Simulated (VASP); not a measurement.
**HfC: relaxation of cell and atoms with LDA**

HfC:

```
CELL_PARAMETERS angstrom
0.00000 2.32500 2.32500
2.32500 0.00000 2.32500
2.32500 2.32500 0.00000
ATOMIC_POSITIONS crystal
Hf 0.50000 0.50000 0.50000
C 0.00000 0.00000 0.00000
```

```yaml
Program: VASP 6.6.1
Task: relaxation of cell and atoms
Functional: LDA
Potentials_or_basis: VASP PAW LDA potentials, release 64 (Hf_pv, C)
Cutoff: 600 eV
k_mesh: 12 × 12 × 12
Occupations: methfessel-paxton, width 0.1 eV
Spin: no spin polarisation
Dipole_correction: no
Further_INCAR_settings: ALGO = Normal; EDIFF = 1e-06; IBRION = 2; EDIFFG = -0.03; NSW = 80; ISIF = 3
```

* Relaxed volume: 12.00 Å³/atom
* Relaxed cell: a = 3.237 Å, b = 3.237 Å, c = 3.237 Å, α = 60.00°, β = 60.00°, γ = 60.00°
* Space group after relaxing (to 0.05 Å): Fm-3m (No. 225)
* Energy gained by relaxing: 22.2 meV/atom
* Ionic steps: 3
* Pressure after relaxing: -0.3 GPa
* Band gap on the k mesh: zero (band 7 reaches 7.27 eV, above the bottom of band 8 at 5.81 eV)

The path:
```tsv
step	energy change (eV)	largest force (eV/Å)	pressure (GPa)	volume (Å³)
1	0.0000	0.0000	-11.66	25.14
2	0.1170	0.0000	27.71	21.95
3	-0.0444	0.0000	-0.33	23.99
```

Final structure:
```
Hf C
1.0
     0.00000    2.28916    2.28916
     2.28916    0.00000    2.28916
     2.28916    2.28916    0.00000
Hf C
1 1
Direct
  0.50000 0.50000 0.50000
  0.00000 0.00000 0.00000
```

Levels at points of the mesh, in eV from the Fermi level:
```
           k point  band 5  band 6  band 7  band 8  band 9  band 10
(0.00, 0.00, 0.00)    0.98    0.98    0.98    1.24    1.24     1.24
(0.50, 0.00, 0.00)   -6.41   -3.22   -3.22    5.41    5.41     5.93
(0.50, 0.50, 0.00)   -2.50   -2.06   -0.06   -0.06    5.45     6.93
```

Wall time 97 s on 1 thread of AMD EPYC 7R13, on a shared host, peak memory 0.14 GiB.

Caveat: spin-orbit coupling is left out, which moves the levels of the heavy elements. LDA usually gives volumes a few per cent too small.
